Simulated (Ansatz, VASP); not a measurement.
**One calculation of Sb, two programs**

```
CELL_PARAMETERS angstrom
3.06149 0.00000 0.00000
0.00000 3.06149 0.00000
0.00000 0.00000 3.06149
ATOMIC_POSITIONS crystal
Sb 0.00000 0.00000 0.00000
```

Alike in both runs: functional PBEsol; k mesh 14 × 14 × 14; occupations gaussian, width 0.1 eV; no spin polarisation.

Ansatz relaxed the structure, and its values are those at the end. VASP's run is a single point on that final structure, the one shown.

```csv
,VASP,Ansatz
version,VASP 6.6.1,Ansatz 0.2.0
potentials or method,"VASP PAW PBE potentials, release 64 (Sb), cutoff 520 eV","scalar-relativistic, plane waves, PAW"
valence electrons in the cell,5,15
```

|  | VASP | Ansatz | Ansatz less VASP |
| --- | --- | --- | --- |
| gap on the k mesh at the Fermi level (eV) | none | none | - |
| pressure (GPa) | 0.1 | 0.0 | -0.12 |

VASP's potentials were made for PBE, not for PBEsol. A gap of «none» marks a metal or a gap that the smearing closes. The functional is the same, so the differences come from potentials, cutoffs and numerics. VASP's potentials hold 5 valence electrons a cell and Ansatz's 15, so a difference there can come from the potentials and not from the codes. Ansatz's warnings: structure snapped to symmetry.

Spin-orbit coupling is off throughout.
